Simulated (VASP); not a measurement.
**I: single point with PBEsol+D3(BJ)**

Crystal: I.

```
CELL_PARAMETERS angstrom
2.19925 -3.46941 -0.36304
2.19925 3.46941 -0.36304
-1.74490 0.00000 2.53842
ATOMIC_POSITIONS crystal
I 0.50000 0.50000 0.50000
```

```yaml
Program: VASP 6.6.1
Task: single point
Functional: PBEsol
Dispersion: D3(BJ)
Potentials_or_basis: VASP PAW PBE potentials, release 64 (I)
Cutoff: 520 eV
k_mesh: 7 × 7 × 11
Occupations: fermi-dirac, width 0.05 eV
Spin: no spin polarisation
Dipole_correction: no
Further_INCAR_settings: ALGO = Normal; EDIFF = 1e-06; NBANDS = 10
```

| Item | Value |
| --- | --- |
| Pressure | 0.0 GPa |
| Band gap on the k mesh | zero (an odd number of electrons rules out a gap without spin polarisation) |
| Dispersion energy per atom | -0.351 eV |

Levels at points of the mesh, in eV from the Fermi level:
```tsv
k point	band 1	band 2	band 3	band 4	band 5	band 6	band 7	band 8	band 9
(0.00, 0.00, 0.00)	-14.41	-1.30	0.85	1.75	5.08	7.59	8.90	11.45	12.03
```

It took 66 s on 1 thread of Intel Xeon 8259CL, on a shared host, peak memory 0.2 GiB.

Caveat: the PAW data sets were made with another functional, which shifts forces and pressure a little; spin-orbit coupling is left out, which moves the levels of the heavy elements; an odd number of electrons without spin polarisation forces a metal; a magnetic or distorted state may lie lower.
